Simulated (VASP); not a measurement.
Wanted: the native input for a VASP 6.6.1 run.

| Property | Result |
| --- | --- |
| Task | electric field gradients |
| Functional | PBE |
| Potentials or basis | VASP PAW PBE potentials, release 64 (Lu) |
| Cutoff | 520 eV |
| k mesh | 15 × 15 × 15 |
| Occupations | fermi-dirac, width 0.05 eV |
| Spin | no spin polarisation |
| Dipole correction | no |
| Further INCAR settings | ALGO = Normal; EDIFF = 1e-08; NBANDS = 18 |

The structure of Lu lies in POSCAR:

```
Lu
1.0
   -1.9376852643      1.9376852643      1.9376852643
    1.9376852643     -1.9376852643      1.9376852643
    1.9376852643      1.9376852643     -1.9376852643
Lu
1
Direct
    0.0000000000      0.0000000000      0.0000000000
```

This cell differs from its parent crystal: volume scaled by 0.975.

The input as run:

INCAR

```
PREC = Accurate ; ENCUT = 520
EDIFF = 1E-8 ; ISMEAR = -1
SIGMA = 0.05 ; LREAL = False
LASPH = True ; NELM = 60
ALGO = Normal ; ISIF = 2
LWAVE = False ; LCHARG = False
GGA = PE ; LEFG = True
NBANDS = 18
```

KPOINTS

```
regular mesh
0
Gamma
  15 15 15
```

Potentials or basis: VASP PAW PBE potentials, release 64 (Lu).

Launch:

```console
$ cat potpaw_PBE.64/Lu/POTCAR > POTCAR
$ mpirun -np 1 vasp_std > vasp.out
```

Results of the run:

```json
{"Pressure": "0.9 GPa"}
```

Caveat: without QUAD_EFG the Cq values of the log hold for a quadrupole moment of 1 mb, not for the nuclei.

Wall time 53 s on 1 thread of Intel(R) Xeon(R) Platinum 8488C (Sapphire Rapids), with other jobs on the host, peak memory 0.21 GiB.
